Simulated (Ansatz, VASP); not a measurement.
Two plane-wave programs on Zr2B3

```
Zr B
1.0
     5.54858    0.00000    0.00000
    -2.77429    4.80521    0.00000
     0.00000    0.00000    3.62452
Zr B
2 3
Direct
  0.33333 0.66667 0.50000
  0.66667 0.33333 0.50000
  0.50000 0.00000 0.00000
  0.00000 0.50000 0.00000
  0.50000 0.50000 0.00000
```

Alike in both runs: task single point; functional PBE; k mesh 6 × 6 × 6; occupations gaussian, width 0.1 eV; collinear spin.

|  | VASP | Ansatz |
| --- | --- | --- |
| version | VASP 6.6.1 | Ansatz 0.2.0 |
| potentials or method | VASP PAW PBE potentials, release 64 (Zr_sv, B), cutoff 520 eV | scalar-relativistic, plane waves, PAW |
| valence electrons in the cell | 33 | 33 |

```csv
,VASP,Ansatz,Ansatz less VASP
gap on the k mesh at the Fermi level (eV),none,none,-
pressure (GPa),-0.1,-0.1,-0.03
"traceless stress, the component that is largest in VASP (GPa)",-0.18,-0.23,-0.052
net moment per atom (μB),0.00,0.00,0.000
```

A gap of «none» marks a metal or a gap that the smearing closes. Ansatz's warnings: seeded moment not kept.
